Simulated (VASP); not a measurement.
Wanted: the native input for a VASP 6.6.1 run.

| Property | Result |
| --- | --- |
| Task | single point |
| Functional | PBE |
| Potentials or basis | VASP PAW PBE potentials, release 64 (Pt, W_sv, Se) |
| Cutoff | 520 eV |
| k mesh | 4 × 4 × 4 |
| Occupations | gaussian, width 0.1 eV |
| Spin | no spin polarisation |
| Dipole correction | no |
| Further INCAR settings | ALGO = Normal; EDIFF = 1e-06; NBANDS = 33 |

The structure of PtWSe4 lies in POSCAR:

```
PtWSe4
1.0
    2.9010719900     -5.0284282400      0.0000000000
    2.9010719900      5.0284282400      0.0000000000
    0.0000000000      0.0000000000      4.7019726600
Pt W Se
1 1 4
Direct
    0.0000000000      0.0000000000      0.5000000000
    0.5000000000      0.5000000000      0.0000000000
    0.1700774500      0.8299225500      0.0000000000
    0.8299225500      0.1700774500      0.0000000000
    0.0000000000      0.5000000000      0.5000000000
    0.5000000000      0.0000000000      0.5000000000
```

The cell was generated, and may not be a known phase.

The input as run:

INCAR

```
SYSTEM = PtWSe4
PREC = Accurate ; ENCUT = 520
EDIFF = 1E-6 ; ISMEAR = 0
SIGMA = 0.1 ; LREAL = .False.
LASPH = .True. ; NELM = 60
ALGO = Normal ; ISIF = 2
LWAVE = .False. ; LCHARG = .False.
GGA = PE ; NBANDS = 33
```

KPOINTS

```
regular mesh
0
Gamma
  4 4 4
  0 0 0
```

Potentials or basis: VASP PAW PBE potentials, release 64 (Pt, W_sv, Se).

Launch:

```sh
$ cat potpaw_PBE.64/Pt/POTCAR potpaw_PBE.64/W_sv/POTCAR potpaw_PBE.64/Se/POTCAR > POTCAR
$ mpirun -np 1 vasp_std > vasp.out
```

Results of the run:

| Quantity | Value |
| --- | --- |
| Pressure | -9.0 GPa |
| Largest force | 0.876 eV/Å |
| Band gap on the k mesh | zero (bands 24 and 25 overlap by 0.38 eV) |

Caveat: the stress differs along the axes, from -15 to -3 GPa; spin-orbit coupling is left out, which moves the levels of the heavy elements.

It took 2.2 min on 1 thread of Intel Xeon 8259CL, with other jobs on the host, peak memory 0.33 GiB.
